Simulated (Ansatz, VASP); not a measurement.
## One calculation of TaC, two programs

```xyz
2
Lattice="0.0000 2.1917 2.1917 2.1917 0.0000 2.1917 2.1917 2.1917 0.0000" Properties=species:S:1:pos:R:3 pbc="T T T"
Ta    0.0000    0.0000    0.0000
C     2.1917    2.1917    2.1917
```

Alike in both runs: task single point; functional LDA; k mesh 10 × 10 × 10; occupations gaussian, width 0.05 eV; no spin polarisation.

|  | VASP | Ansatz |
| --- | --- | --- |
| version | VASP 6.6.1 | Ansatz 0.2.0 |
| potentials or method | VASP PAW LDA potentials, release 64 (Ta_pv, C), cutoff 600 eV | scalar-relativistic, plane waves, PAW |
| valence electrons in the cell | 15 | 17 |

```tsv
	VASP	Ansatz	Ansatz less VASP
gap on the k mesh at the Fermi level (eV)	none	none	-
pressure (GPa)	9.5	7.6	-1.91
```

LDA's correlation is that of Perdew and Zunger in VASP and of Perdew and Wang (1992) in Ansatz. A gap of «none» marks a metal or a gap that the smearing closes. VASP's potentials hold 15 valence electrons a cell and Ansatz's 17, so a difference there can come from the potentials and not from the codes.

Spin-orbit coupling is off throughout.
